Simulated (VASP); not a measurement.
Input of a VASP 6.6.1 run:

INCAR

```
ALGO = Normal
DIPOL = 0.5 0.5 0.367
EDIFF = 1E-7
ENCUT = 520
GGA = PE
IDIPOL = 3
ISIF = 2
ISMEAR = 0
IVDW = 12
LASPH = True
LCHARG = False
LDIPOL = True
LREAL = False
LWAVE = False
NBANDS = 18
NELM = 60
PREC = Accurate
SIGMA = 0.05
```

The input KPOINTS:

```
k-points
0
Gamma
  9 9 1
```

POSCAR

```
As
1.0
    3.5713375816      0.0000000000      0.0000000000
   -1.7856687908      3.0928690711      0.0000000000
    0.0000000000      0.0000000000     20.2952790253
As
4
Direct
    0.3333333333      0.6666666667      0.2904862576
    0.6666666667      0.3333333334      0.2217264416
    0.0000000000      1.5000000000      0.5121928306
    0.3333333333      1.1666666666      0.4434350444
```

Potentials or basis: VASP PAW PBE potentials, release 64 (As).

The run is started by

```bash
$ cat potpaw_PBE.64/As/POTCAR > POTCAR
$ mpirun -np 1 vasp_std > vasp.out
```

Problem. What does it give for the band gap on the k mesh?

Solution. 0.75 eV, indirect (least direct gap 1.42 eV).

Problem. What does it give for the dispersion energy per atom?

Solution. -0.280 eV.

Problem. Predict the largest force.

Solution. 0.091 eV/Å.

Forces in eV/Å, atoms in the order of the input:
```
As  -0.004 -0.002  0.091
As  -0.009 -0.005 -0.090
As   0.009  0.005  0.090
As   0.004  0.002 -0.091
```
